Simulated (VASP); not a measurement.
A run of VASP 6.6.1 is set up as follows.

File INCAR:

```
ALGO = Fast ; EDIFF = 1E-6
ENCUT = 520 ; GGA = PE
ISIF = 2 ; ISMEAR = 0
LASPH = True ; LCHARG = False
LREAL = False ; LWAVE = False
NBANDS = 63 ; NELM = 80
PREC = Accurate ; SIGMA = 0.1
```

KPOINTS

```
k-points
0
Gamma
  6 6 10
```

POSCAR

```
YMo3
1.0
    6.5607535603      0.0000000000      0.0000000000
   -3.2803767802      5.6817792512      0.0000000000
    0.0000000000      0.0000000000      4.3908779131
Y Mo
2 6
Direct
    0.3333333333      0.6666666667      0.2500000000
    0.6666666667      0.3333333333      0.7500000000
    0.8644290081      0.7288580162      0.2500000000
    0.1355709919      0.8644290081      0.7500000000
    0.2711419838      0.1355709919      0.2500000000
    0.1355709919      0.2711419838      0.7500000000
    0.8644290081      0.1355709919      0.2500000000
    0.7288580162      0.8644290081      0.7500000000
```

Potentials or basis: VASP PAW PBE potentials, release 64 (Y_sv, Mo_sv).

Run with:

```bash
$ cat potpaw_PBE.64/Y_sv/POTCAR potpaw_PBE.64/Mo_sv/POTCAR > POTCAR
$ mpirun -np 1 vasp_std > vasp.out
```

**Question.** Predict the pressure.

**Answer.** 0.2 GPa.

**Question.** Predict the band gap on the k mesh.

**Answer.** Zero (bands 53 and 54 overlap by 1.28 eV).

**Question.** Estimate the largest force.

**Answer.** 0.040 eV/Å.

Forces on the atoms (eV/Å):
```
Y    0.000  0.000  0.000
Y    0.000  0.000  0.000
Mo   0.000 -0.040  0.000
Mo   0.035 -0.020  0.000
Mo   0.035  0.020  0.000
Mo   0.000  0.040  0.000
Mo  -0.035  0.020  0.000
Mo  -0.035 -0.020  0.000
```
